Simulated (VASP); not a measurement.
A run of VASP 6.6.1 is set up as follows.

Contents of INCAR:

```
ALGO = Normal
EDIFF = 1E-6
ENCUT = 520
GGA = PE
ISIF = 2
ISMEAR = 0
LASPH = T
LCHARG = T
LELF = T
LREAL = F
LVHAR = T
LWAVE = F
NBANDS = 16
NELM = 60
PREC = Accurate
SIGMA = 0.05
```

The input KPOINTS:

```
k-points
0
Gamma
  10 10 10
```

File POSCAR:

```
InP
1.0
    0.0000000000      2.9800342081      3.1364860040
    2.9800342081      0.0000000000      3.1364860040
    2.9800342081      2.9800342081      0.0000000000
In P
1 1
Direct
    0.0000000000      0.0000000000      0.0000000000
    0.7500000000      0.7500000000      0.7500000000
```

Potentials or basis: VASP PAW PBE potentials, release 64 (In_d, P).

Command:

```sh
$ cat potpaw_PBE.64/In_d/POTCAR potpaw_PBE.64/P/POTCAR > POTCAR
$ mpirun -np 1 vasp_std > vasp.out
```

Question: Predict the band gap on the k mesh.

Answer: 0.06 eV, direct.

Question: Estimate the pressure.

Answer: -2.8 GPa.

Stress tensor (GPa, compression positive):
```
-2.01  0.00  0.00
 0.00 -2.01  0.00
 0.00  0.00 -4.33
```

Caveat: the cell differs from its parent crystal (strain +0.0525 x Voigt [0, 0, 1, 0, 0, 0]); spin-orbit coupling is left out, which moves the levels of the heavy elements.
